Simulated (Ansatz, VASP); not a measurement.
# Ge in VASP and in Ansatz

```
CELL_PARAMETERS angstrom
4.05816 0.00000 0.00000
-2.02908 3.51447 0.00000
0.00000 0.00000 6.79292
ATOMIC_POSITIONS crystal
Ge 0.66667 0.33333 0.06354
Ge 0.33333 0.66667 0.56354
Ge 0.66667 0.33333 0.43646
Ge 0.33333 0.66667 0.93646
```

Change from the starting cell: strain along c alone, the other axes held, atoms relaxed: +1.5 %.

Alike in both runs: functional PBE; k mesh 12 × 12 × 8; occupations gaussian, width 0.1 eV; no spin polarisation.

Ansatz relaxed the structure, and its values are those at the end. VASP's run is a single point on that final structure, the one shown.

|  | VASP | Ansatz |
| --- | --- | --- |
| version | VASP 6.6.1 | Ansatz 0.2.0 |
| potentials or method | VASP PAW PBE potentials, release 64 (Ge_d), cutoff 520 eV | scalar-relativistic, plane waves, PAW |
| valence electrons in the cell | 56 | 56 |

|  | VASP | Ansatz | Ansatz less VASP |
| --- | --- | --- | --- |
| gap on the k mesh at the Fermi level (eV) | none | none | - |
| pressure (GPa) | -0.9 | -0.9 | 0.00 |

A gap of «none» marks a metal or a gap that the smearing closes. Ansatz's warnings: stress scf threshold loose.
